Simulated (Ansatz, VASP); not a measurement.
**O in VASP and in Ansatz**

```
O
1.0
    12.00000    0.00000    0.00000
     0.00000   12.30000    0.00000
     0.00000    0.00000   12.60000
O
2
Cartesian
  6.0000 6.1500 5.6972
  6.0000 6.1500 6.9028
```

Alike in both runs: functional r2SCAN; k mesh 1 × 1 × 1; occupations fermi-dirac, width 0.01 eV; collinear spin.

Ansatz relaxed the structure, and its values are those at the end. VASP's run is a single point on that final structure, the one shown.

|  | VASP | Ansatz |
| --- | --- | --- |
| version | VASP 6.6.1 | Ansatz 0.2.0 |
| potentials or method | VASP PAW PBE potentials, release 64 (O), cutoff 520 eV | plane waves (500 eV) with PAW, scalar-relativistic |
| valence electrons in the cell | 12 | 12 |

VASP gave:

```
rms of the force components (eV/Å)                            : 0.824
net moment per atom (μB)                                      : 1.00
size of the moment on the site where the two differ most (μB) : 0.83
```

What did Ansatz give for the same quantities?

rms of the force components (eV/Å): 0.001; net moment per atom (μB): 1.00; size of the moment on the site where the two differ most (μB): 0.57.

VASP's potentials were made for PBE, not for r2SCAN. Site moments also hang on the region over which each program counts them. One of these differences is far larger than is usual between the two programs; its cause wasn't traced. With one functional, cell and mesh, what is left measures potentials, basis and numerics. Ansatz's warnings: end state compared.

Noted on VASP's run: the standard files for N, O and F lose accuracy on very short bonds.
